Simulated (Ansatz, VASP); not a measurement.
**HfO2 in VASP and in Ansatz**

The input POSCAR:

```
HfO2
1.0
    0.0000000000     -2.5291609895     -2.5291609895
    0.0000000000      2.5291609895     -2.5291609895
    5.0583219790      0.0000000000      0.0000000000
Hf O
2 4
Direct
    0.5000000000      0.5000000000      0.5000000000
    0.0000000000      1.0000000000      0.0000000000
    0.0000000000      0.5000000000      0.7500000000
    0.5000000000      0.0000000000      0.2500000000
    0.0000000000      0.5000000000      0.2500000000
    0.5000000000      0.0000000000      0.7500000000
```

Contents of INCAR.step1:

```
  ALGO = Normal
  EDIFF = 1E-4
  ENCUT = 520
  GGA = PE
  ISMEAR = 0
  LASPH = True
  LCHARG = False
  LREAL = False
  LWAVE = True
  NBANDS = 31
  NELM = 60
  PREC = Accurate
  SIGMA = 0.05
```

Contents of INCAR.step2:

```
  ALGO = Normal
  EDIFF = 1E-6
  ENCUT = 520
  ISIF = 2
  ISMEAR = 0
  ISTART = 1
  LASPH = True
  LCHARG = True
  LELF = True
  LMIXTAU = True
  LREAL = False
  LVHAR = True
  LWAVE = False
  METAGGA = R2SCAN
  NBANDS = 31
  NELM = 60
  PREC = Accurate
  SIGMA = 0.05
```

The input KPOINTS:

```
k-points
0
Gamma
  6 6 4
```

Input for Ansatz:

```yaml
crystal:
  lattice:
    - [0.0, -2.5291609895, -2.5291609895]
    - [0.0, 2.5291609895, -2.5291609895]
    - [5.058321979, 0.0, 0.0]
  atoms:
    - { symbol: Hf, position: [0.5, 0.5, 0.5] }
    - { symbol: Hf, position: [0.0, 1.0, 0.0] }
    - { symbol: O, position: [0.0, 0.5, 0.75] }
    - { symbol: O, position: [0.5, 0.0, 0.25] }
    - { symbol: O, position: [0.0, 0.5, 0.25] }
    - { symbol: O, position: [0.5, 0.0, 0.75] }
basis:
  ecutwfc: 500
kpoints:
  mp_grid: { grid: [6, 6, 4] }
hamiltonian:
  xc: r2scan
scf:
  occupations: { method: gaussian, width: 0.05 }
output:
  forces: true
  stress: true
  eigenvalues: true
```

Alike in both runs: task single point; functional r2SCAN; k mesh 6 × 6 × 4; occupations gaussian, width 0.05 eV; no spin polarisation.

|  | VASP | Ansatz |
| --- | --- | --- |
| version | VASP 6.6.1 | Ansatz 0.2.0 |
| potentials or method | VASP PAW PBE potentials, release 64 (Hf_pv, O), cutoff 520 eV | scalar-relativistic, plane waves, PAW |
| valence electrons in the cell | 44 | 76 |

```csv
,VASP,Ansatz,Ansatz less VASP
gap on the k mesh at the Fermi level (eV),4.31,4.30,-0.012
least direct gap on the mesh (eV),4.31,4.30,-0.012
pressure (GPa),-4.0,0.0,+3.99
```

VASP's potentials were made for PBE, not for r2SCAN. VASP's potentials hold 44 valence electrons a cell and Ansatz's 76, so a difference there can come from the potentials and not from the codes.

Neither program's run includes spin-orbit coupling.
